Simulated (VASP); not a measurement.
Wanted: the native input for a VASP 6.6.1 run.

```
Task                   : single point
Functional             : PBE
Potentials or basis    : VASP PAW PBE potentials, release 64 (In_d, P)
Cutoff                 : 520 eV
k mesh                 : 14 × 14 × 14
Occupations            : gaussian, width 0.05 eV
Spin                   : no spin polarisation
Dipole correction      : no
Further INCAR settings : ALGO = Normal; EDIFF = 1e-07; NBANDS = 16
```

The structure of InP lies in POSCAR:

```
InP
1.0
    0.0000000000      2.8064687056      2.8064687056
    2.8064687056      0.0000000000      2.8064687056
    2.8064687056      2.8064687056      0.0000000000
In P
1 1
Direct
    0.0000000000      0.0000000000      0.0000000000
    0.5000000000      0.5000000000      0.5000000000
```

These files were run (other wordings do the same):

INCAR

```
ALGO = Normal
EDIFF = 1E-7
ENCUT = 520
GGA = PE
ISIF = 2
ISMEAR = 0
LASPH = True
LCHARG = False
LREAL = False
LWAVE = False
NBANDS = 16
NELM = 80
PREC = Accurate
SIGMA = 0.05
```

KPOINTS

```
k-points
0
Gamma
  14 14 14
```

Potentials or basis: VASP PAW PBE potentials, release 64 (In_d, P).

Command:

```bash
$ cat potpaw_PBE.64/In_d/POTCAR potpaw_PBE.64/P/POTCAR > POTCAR
$ mpirun -np 1 vasp_std > vasp.out
```

Results of the run:

```yaml
Pressure: -2.6 GPa
Band_gap_on_the_k_mesh: zero (bands 9 and 10 overlap by 2.49 eV)
```

Caveat: spin-orbit coupling is left out, which moves the levels of the heavy elements.

Run time: 62 s on 1 thread of Intel(R) Xeon(R) Platinum 8488C (Sapphire Rapids) (shared host), peak memory 0.21 GiB.
